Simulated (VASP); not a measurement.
# NiO (Fm-3m) in VASP: single point with PBE+U

Aim: the single point of NiO with PBE+U.

Everything below comes from runs of VASP 6.6.1. Logs are shortened: lines on timing, memory, paths and dates and some standing lists are left out, and cuts for length are marked.

## (1) The cell of the first run

The structure is cubic, space group Fm-3m (No. 225). Conventional cell: a = 4.183 Å, b = 4.183 Å, c = 4.183 Å, α = 90.00°, β = 90.00°, γ = 90.00°. Ni (site symmetry m-3m) has 6 O at 2.09 Å within 2.8 Å. O (site symmetry m-3m) has 6 Ni at 2.09 Å within 2.8 Å.

## (2) Single point, PBE+U, collinear spin, ferromagnetic start

INCAR

```
PREC = Accurate ; ENCUT = 700
EDIFF = 1E-6 ; ISMEAR = -1
SIGMA = 0.05 ; LREAL = False
LASPH = True ; NELM = 200
ALGO = Normal ; ISIF = 2
LWAVE = False ; LCHARG = True
ISPIN = 2 ; MAGMOM = 1 0
LORBIT = 11 ; LMAXMIX = 4
LDAU = True ; LDAUTYPE = 2
LDAUL = 2 -1 ; LDAUU = 2 0
LDAUJ = 0 0 ; LDAUPRINT = 1
GGA = PE ; LELF = True
LVHAR = True ; NBANDS = 23
GGA_COMPAT = False
```

KPOINTS

```
regular mesh
0
Gamma
  11 11 11
```

POSCAR

```
NiO
1.0
    0.0000000000      2.0913095100      2.0913095100
    2.0913095100      0.0000000000      2.0913095100
    2.0913095100      2.0913095100      0.0000000000
Ni O
1 1
Direct
    0.0000000000      0.0000000000      0.0000000000
    0.5000000000      0.5000000000      0.5000000000
```

Potentials or basis: VASP PAW PBE potentials, release 64 (Ni_sv_GW, O).

The run is started by

```
> cat potpaw_PBE.64/Ni_sv_GW/POTCAR potpaw_PBE.64/O/POTCAR > POTCAR
> mpirun -np 1 vasp_std > vasp.out
```

OUTCAR:

```text
PREC = Accurate
   ENCUT = 700
   EDIFF = 1E-6
   ISMEAR = -1
   LREAL = False
   LASPH = True
   NELM = 200
   ISIF = 2
   ISPIN = 2
   LORBIT = 11
   GGA = PE

 ion  position               nearest neighbor table
   1  0.000  0.000  0.000-   2 2.09   2 2.09   2 2.09   2 2.09   2 2.09   2 2.09
   2  0.500  0.500  0.500-   1 2.09   1 2.09   1 2.09   1 2.09   1 2.09   1 2.09

  LATTYP: Found a face centered cubic cell.
 ALAT       =     4.1826190200

  Lattice vectors:

 A1 = (   0.0000000000,   2.0913095100,   2.0913095100)
 A2 = (   2.0913095100,   0.0000000000,   2.0913095100)
 A3 = (   2.0913095100,   2.0913095100,   0.0000000000)

Analysis of symmetry for initial positions (statically):
=====================================================================
 Subroutine PRICEL returns:
 Original cell was already a primitive cell.

 Routine SETGRP: Setting up the symmetry group for a
 face centered cubic supercell.

 Subroutine GETGRP returns: Found 48 space group operations
 (whereof 48 operations were pure point group operations)
 out of a pool of 48 trial point group operations.

The static configuration has the point symmetry O_h .

Analysis of symmetry for dynamics (positions and initial velocities):
=====================================================================
 Subroutine PRICEL returns:
 Original cell was already a primitive cell.

 Routine SETGRP: Setting up the symmetry group for a
 face centered cubic supercell.

 Subroutine GETGRP returns: Found 48 space group operations
 (whereof 48 operations were pure point group operations)
 out of a pool of 48 trial point group operations.

The dynamic configuration has the point symmetry O_h .

Analysis of structural, dynamic, and magnetic symmetry:
=====================================================================
 Subroutine PRICEL returns:
 Original cell was already a primitive cell.

[... 173 lines left out ...]
  o =  0.9195  v =  0.0000  0.0000  0.0000  0.0000  0.0000  0.0000  0.7372  0.0000  0.6757  0.0000      0.0000  0.0000  0.0000  0.0000  0.0000  0.0000  0.0000  0.0000  0.0000  0.0000
  o =  0.9195  v =  0.0000  0.0000  0.0000  0.0000  0.0000  0.0000 -0.6757 -0.0000  0.7372 -0.0000      0.0000  0.0000  0.0000  0.0000  0.0000  0.0000  0.0000  0.0000  0.0000  0.0000
  o =  0.9195  v =  0.0000  0.0000  0.0000  0.0000  0.0000  1.0000  0.0000  0.0000  0.0000  0.0000      0.0000  0.0000  0.0000  0.0000  0.0000  0.0000  0.0000  0.0000  0.0000  0.0000
  o =  0.9295  v =  0.0000 -0.9970  0.0000  0.0778 -0.0000  0.0000  0.0000  0.0000  0.0000  0.0000      0.0000  0.0000  0.0000  0.0000  0.0000  0.0000  0.0000  0.0000  0.0000  0.0000
  o =  0.9295  v =  0.0000  0.0778 -0.0000  0.9970  0.0000  0.0000  0.0000  0.0000  0.0000  0.0000      0.0000  0.0000  0.0000  0.0000  0.0000  0.0000  0.0000  0.0000  0.0000  0.0000
  o =  0.9295  v =  1.0000  0.0000  0.0000  0.0000  0.0000  0.0000  0.0000  0.0000  0.0000  0.0000      0.0000  0.0000  0.0000  0.0000  0.0000  0.0000  0.0000  0.0000  0.0000  0.0000
  o =  0.9640  v =  0.0000 -0.0000 -0.0714 -0.0000  0.9975  0.0000  0.0000  0.0000  0.0000  0.0000      0.0000  0.0000  0.0000  0.0000  0.0000  0.0000  0.0000  0.0000  0.0000  0.0000
  o =  0.9640  v =  0.0000  0.0000  0.9975  0.0000  0.0714  0.0000  0.0000  0.0000  0.0000  0.0000      0.0000  0.0000  0.0000  0.0000  0.0000  0.0000  0.0000  0.0000  0.0000  0.0000

 number of electron      24.0000000 magnetization       1.9994499

 Free energy of the ion-electron system (eV)
  ---------------------------------------------------
  ext. energy  EPLUGINS =         0.00000000
  ---------------------------------------------------
  free energy    TOTEN  =       -11.61932652 eV

  energy without entropy =      -11.61926260  energy(sigma->0) =      -11.61929456

 E-fermi :   6.9851     XC(G=0): -13.0096

 val. band max:        6.7021335478   @ k =   0.4545   0.0000   0.0000
 cond. band min:       7.1720835738   @ k =   0.0000   0.0000   0.0000
 fundamental gap:      0.4699500260
 Fermi energy:         6.9851119561

 spin component 1

 k-point     1 :       0.0000    0.0000    0.0000
  band No.  band energies     occupation
      1     -97.7768      1.00000
      2     -58.1483      1.00000
      3     -58.1483      1.00000
      4     -58.1483      1.00000
      5     -13.2136      1.00000
      6       2.5705      1.00000
[... 1241 lines left out ...]
     22      38.1064      0.00000
     23      38.7794      0.00000

 [... further k-points ...]

------------------------ aborting loop because EDIFF is reached ----------------------------------------

  FORCE on cell =-STRESS in cart. coord.  units (eV):
  Direction    XX          YY          ZZ          XY          YZ          ZX
  --------------------------------------------------------------------------------------
  -------------------------------------------------------------------------------------
  Total        0.8016156      0.8016156      0.8016156      0.0000000      0.0000000      0.0000000
  in kB       70.2088423     70.2088423     70.2088423      0.0000000      0.0000000      0.0000000
  external PRESSURE =      70.2088423 kB  Pullay stress =       0.0000000 kB

 VOLUME and BASIS-vectors are now :
 -----------------------------------------------------------------------------
  energy-cutoff  :      700.00
  volume of cell :       18.29
      direct lattice vectors                 reciprocal lattice vectors
     0.000000000  2.091309510  2.091309510    -0.239084649  0.239084649  0.239084649
     2.091309510  0.000000000  2.091309510     0.239084649 -0.239084649  0.239084649
     2.091309510  2.091309510  0.000000000     0.239084649  0.239084649 -0.239084649

 POSITION                                       TOTAL-FORCE (eV/Angst)
 -----------------------------------------------------------------------------------
      0.00000      0.00000      0.00000         0.000000     -0.000000      0.000000
      2.09131      2.09131      2.09131        -0.000000      0.000000     -0.000000
 -----------------------------------------------------------------------------------
    total drift:                                0.000000      0.000000      0.000000

  FREE ENERGIE OF THE ION-ELECTRON SYSTEM (eV)
  ---------------------------------------------------
  free  energy   TOTEN  =       -11.6193265152 eV

  energy  without entropy=      -11.6192626050  energy(sigma->0) =      -11.61929456

 total charge

# of ion       s       p       d       f       tot
--------------------------------------------------
    1        2.156   6.219   7.742   0.010  16.127
    2        1.547   3.467   0.000   0.000   5.013
--------------------------------------------------
tot          3.703   9.686   7.742   0.010  21.140

 magnetization (x)

# of ion       s       p       d       f       tot
--------------------------------------------------
    1        0.009   0.013   1.662   0.001   1.685
    2        0.028   0.242   0.000   0.000   0.270
--------------------------------------------------
tot          0.037   0.255   1.662   0.001   1.955
```

OSZICAR:

```text
N       E                     dE             d eps       ncg     rms          rms(c)
DAV:   1     0.264914711045E+03    0.26491E+03   -0.14794E+04  7810   0.407E+03
DAV:   2    -0.224424328437E+01   -0.26716E+03   -0.25480E+03  8343   0.930E+02
DAV:   3    -0.153721287140E+02   -0.13128E+02   -0.13051E+02  7846   0.213E+02
DAV:   4    -0.155797061686E+02   -0.20758E+00   -0.20755E+00  7190   0.142E+01
DAV:   5    -0.155854179589E+02   -0.57118E-02   -0.57115E-02  6755   0.230E+00    0.180E+01
DAV:   6    -0.141530250646E+02    0.14324E+01   -0.44574E+01  8724   0.341E+02    0.207E+01
DAV:   7    -0.113698857765E+02    0.27831E+01   -0.20156E+01  7065   0.293E+02    0.645E+00
DAV:   8    -0.116720472034E+02   -0.30216E+00   -0.70837E-01  8515   0.232E+01    0.435E+00
DAV:   9    -0.116250915144E+02    0.46956E-01   -0.77661E-01  9730   0.588E+01    0.237E+00
DAV:  10    -0.116272568558E+02   -0.21653E-02   -0.60485E-02  8324   0.748E+00    0.109E+00
DAV:  11    -0.116176543468E+02    0.96025E-02   -0.26810E-02  9130   0.102E+01    0.261E-01
DAV:  12    -0.116194361178E+02   -0.17818E-02   -0.33105E-03  8824   0.234E+00    0.150E-01
DAV:  13    -0.116191327312E+02    0.30339E-03   -0.80959E-04  8807   0.260E+00    0.103E-01
DAV:  14    -0.116192827017E+02   -0.14997E-03   -0.53701E-05  8259   0.260E-01    0.536E-02
DAV:  15    -0.116193272446E+02   -0.44543E-04   -0.26263E-05  8463   0.367E-01    0.128E-02
DAV:  16    -0.116193260195E+02    0.12251E-05   -0.12185E-06  4452   0.592E-02    0.113E-02
DAV:  17    -0.116193265152E+02   -0.49565E-06   -0.12680E-06  3466   0.936E-02
   1 F= -.11619327E+02 E0= -.11619295E+02  d E =-.639102E-04  mag=     2.0000
```

Wall time 4.3 min (1 thread of AMD EPYC, shared host); peak memory 0.19 GiB.

What came out:

| Quantity | Value |
| --- | --- |
| Free energy | -11.6193 eV |
| Pressure | 7.0 GPa |
| Band gap on the k mesh | 0.47 eV (least direct gap 1.35 eV) |
| Net moment | 2.00 μB per cell |
| Site moments | Ni +1.69; O +0.27 μB |
| Valence electrons inside the program's atomic spheres | Ni 16.13; O 5.01 |

Levels at points of the mesh, in eV from the valence-band top:
Spin up:
```tsv
k point	band 11	band 12	band 13	band 14	band 15	band 16
(0.00, 0.00, 0.00)	-2.52	-2.52	-2.52	1.74	17.98	18.80
```
Spin down:
| k point | band 8 | band 9 | band 10 | band 11 | band 12 | band 13 | band 14 | band 15 |
| --- | --- | --- | --- | --- | --- | --- | --- | --- |
| (0.00, 0.00, 0.00) | -2.42 | -2.01 | -2.01 | -2.01 | 0.47 | 0.47 | 2.13 | 17.91 |

Eigenvalues of the final occupation matrices:
| site | spin | trace | eigenvalues |
| --- | --- | --- | --- |
| site 1 d | 1 | 4.72 | 0.93 0.93 0.93 0.96 0.96 |
| site 1 d | 2 | 3.05 | 0.15 0.15 0.92 0.92 0.92 |

Caveat: the cell stands under pressure; an odd mesh through Γ misses points on the zone boundary, where band edges can lie; a cell with one magnetic atom can't hold antiferromagnetic order, which such compounds often take.
